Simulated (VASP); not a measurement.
A run of VASP 6.6.1 is set up as follows.

INCAR

```
  PREC = Accurate
  ENCUT = 520
  EDIFF = 1E-6
  ISMEAR = -1
  SIGMA = 0.05
  LREAL = F
  LASPH = T
  NELM = 100
  ALGO = Fast
  ISIF = 2
  LWAVE = F
  LCHARG = F
  GGA = B5
  ALDAX = 1.0
  AGGAX = 1.0
  AGGAC = 1.0
  ALDAC = 0.0
  IVDW = 12
  VDW_S6 = 1.0
  VDW_S8 = 2.6996
  VDW_A1 = 0.4298
  VDW_A2 = 4.2359
  NBANDS = 20
```

File KPOINTS:

```
regular mesh
0
Gamma
  10 10 8
```

Contents of POSCAR:

```
Ga
1.0
    1.4380974034     -4.0616766288      0.0262131111
    1.4380974034      4.0616766288      0.0262131111
   -0.0590116608      0.0000000000      3.2203686950
Ga
2
Direct
    0.1348120643      0.8651879357      0.7500000000
    0.8651879357      0.1348120643      0.2500000000
```

Potentials or basis: VASP PAW PBE potentials, release 64 (Ga_d).

Command:

```bash
$ cat potpaw_PBE.64/Ga_d/POTCAR > POTCAR
$ mpirun -np 1 vasp_std > vasp.out
```

Question: Estimate the pressure.

Answer: 0.1 GPa.

Question: What does it give for the dispersion energy per atom?

Answer: -0.721 eV.

Question: Estimate the band gap on the k mesh.

Answer: Zero (bands 13 and 14 overlap by 8.65 eV).

Forces in eV/Å, atoms in the order of the input:
```
Ga   0.000 -0.003  0.000
Ga   0.000  0.003  0.000
```

Caveat: the PAW data sets were made with another functional, which shifts forces and pressure a little.
